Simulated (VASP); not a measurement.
Input of a VASP 6.6.1 run:

Contents of INCAR:

```
ALGO = Normal ; EDIFF = 1E-6
ENCUT = 520 ; GGA = CA
ISIF = 2 ; ISMEAR = -1
LASPH = T ; LCHARG = F
LREAL = F ; LWAVE = F
NBANDS = 21 ; NELM = 100
PREC = Accurate ; SIGMA = 0.01
```

KPOINTS

```
k-points
0
Gamma
  13 13 8
```

POSCAR

```
Ru
1.0
    2.6775346364      0.0000000000      0.0000000000
   -1.3387673182      2.3188130146      0.0000000000
    0.0000000000      0.0000000000      4.2181251212
Ru
2
Direct
    0.3333333333      0.6666666667      0.2500000000
    0.6666666667      0.3333333333      0.7500000000
```

Potentials or basis: VASP PAW LDA potentials, release 64 (Ru_pv).

The run is started by

```sh
$ cat potpaw_LDA.64/Ru_pv/POTCAR > POTCAR
$ mpirun -np 1 vasp_std > vasp.out
```

(1) Predict the pressure.

(2) What does it give for the band gap on the k mesh?

Answers

(1) 0.7 GPa.

(2) zero (bands 14 and 15 overlap by 3.28 eV).
